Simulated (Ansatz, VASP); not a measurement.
**One calculation of MoS2, two programs**

INCAR

```
SYSTEM = MoS2
  PREC = Accurate
  ENCUT = 500
  EDIFF = 1E-7
  ISMEAR = -1
  SIGMA = 0.05
  LREAL = .False.
  LASPH = .True.
  NELM = 120
  ALGO = Normal
  ISIF = 3
  LWAVE = .False.
  LCHARG = .False.
  GGA = PE
  IVDW = 13
  IBRION = 2
  NSW = 60
  EDIFFG = -0.01
  GGA_COMPAT = .False.
  NELMIN = 4
```

KPOINTS

```
Automatic mesh
0
Gamma
  9 9 4
  0 0 0
```

The input POSCAR:

```
MoS2
1.0
    3.2274645616      0.0000000000      0.0000000000
   -1.6137322808      2.7950663001      0.0000000000
    0.0000000000      0.0000000000      6.3124734200
Mo S
1 2
Direct
    0.0000000000      0.0000000000      0.5000000000
    0.6666666667      0.3333333333      0.7446806800
    0.3333333333      0.6666666667      0.2553193200
```

File input.yaml:

```yaml
crystal:
  lattice:
    - [3.2274645616, 0.0, 0.0]
    - [-1.6137322808, 2.7950663001, 0.0]
    - [0.0, 0.0, 6.31247342]
  atoms:
    - { symbol: Mo, position: [0.0, 0.0, 0.5] }
    - { symbol: S, position: [0.6666666667, 0.3333333333, 0.74468068] }
    - { symbol: S, position: [0.3333333333, 0.6666666667, 0.25531932] }
hamiltonian:
  xc: pbe
  pseudopotentials: { kind: paw }
  dispersion: d4
kpoints:
  mp_grid: { grid: [9, 9, 4] }
scf:
  occupations: { method: fermi_dirac, width: 0.05 }
output:
  forces: true
  stress: true
  eigenvalues: true
  write_density: true
  write_potential: true
  elf: true
  volumetric_format: npy
relax:
  f_tol: 0.01
  max_steps: 40
  cell: { stress_tol: 0.05 }
```

Alike in both runs: task relaxation of cell and atoms; functional PBE; dispersion D4; k mesh 9 × 9 × 4; occupations fermi-dirac, width 0.05 eV; no spin polarisation.

|  | VASP | Ansatz |
| --- | --- | --- |
| version | VASP 6.6.1 | Ansatz 0.2.0 |
| potentials or method | VASP PAW PBE potentials, release 64 (Mo_sv, S) | Ansatz PAW |
| plane-wave cutoff (eV) | 500 | 420 |
| valence electrons in the cell | 26 | 26 |

|  | VASP | Ansatz | Ansatz less VASP |
| --- | --- | --- | --- |
| gap on the k mesh at the Fermi level, each at its own relaxed structure (eV) | none | none | - |
| relaxed volume (Å³/atom) | 17.05 | 17.06 | +0.011 |
| relaxed cell length with the largest relative difference (Å) | 3.176 | 3.178 | +0.0019 |

A gap of «none» marks a metal or a gap that the smearing closes.

Noted on Ansatz's run: the plane-wave basis is chosen anew once the cell has moved, so the energies of steps on either side of that aren't comparable.
